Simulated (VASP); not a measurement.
## BaS: single point with PBE

BaS:

```
CELL_PARAMETERS angstrom
5.42593 0.00000 0.00000
0.00000 5.42593 0.00000
0.00000 0.00000 3.86019
ATOMIC_POSITIONS crystal
Ba 0.00000 0.00000 0.00000
Ba 0.50000 0.50000 0.00000
S 0.00000 0.50000 0.49807
S 0.50000 0.00000 0.50193
```

- Program: VASP 6.6.1
- Task: single point
- Functional: PBE
- Potentials or basis: VASP PAW PBE potentials, release 64 (Ba_sv, S)
- Cutoff: 500 eV
- k mesh: 3 × 3 × 3
- Occupations: gaussian, width 0.15 eV
- Spin: no spin polarisation
- Dipole correction: no
- Further INCAR settings: ALGO = Normal; EDIFF = 1e-06; NBANDS = 24

```yaml
Pressure: 0.9 GPa
Largest_force: 0.003 eV/Å
Band_gap_on_the_k_mesh: 1.46 eV
```

Forces in eV/Å, atoms in the order of the input:
```
Ba   0.000  0.000  0.000
Ba   0.000  0.000  0.000
S    0.000  0.000  0.003
S    0.000  0.000 -0.003
```

Stress tensor (GPa, compression positive):
```
0.94 0.00 0.00
0.00 0.94 0.00
0.00 0.00 0.84
```

Levels at points of the mesh, in eV from the valence-band top:
| k point | band 14 | band 15 | band 16 | band 17 | band 18 | band 19 |
| --- | --- | --- | --- | --- | --- | --- |
| (0.00, 0.00, 0.00) | -0.07 | -0.07 | 0.00 | 1.46 | 1.46 | 2.23 |

It took 23 s on 1 thread of Intel(R) Xeon(R) Platinum 8375C CPU @ 2.90GHz (Ice Lake), on a shared host, peak memory 0.2 GiB.

Caveat: the k points lie up to 0.54 Å⁻¹ apart; spin-orbit coupling is left out, which moves the levels of the heavy elements.
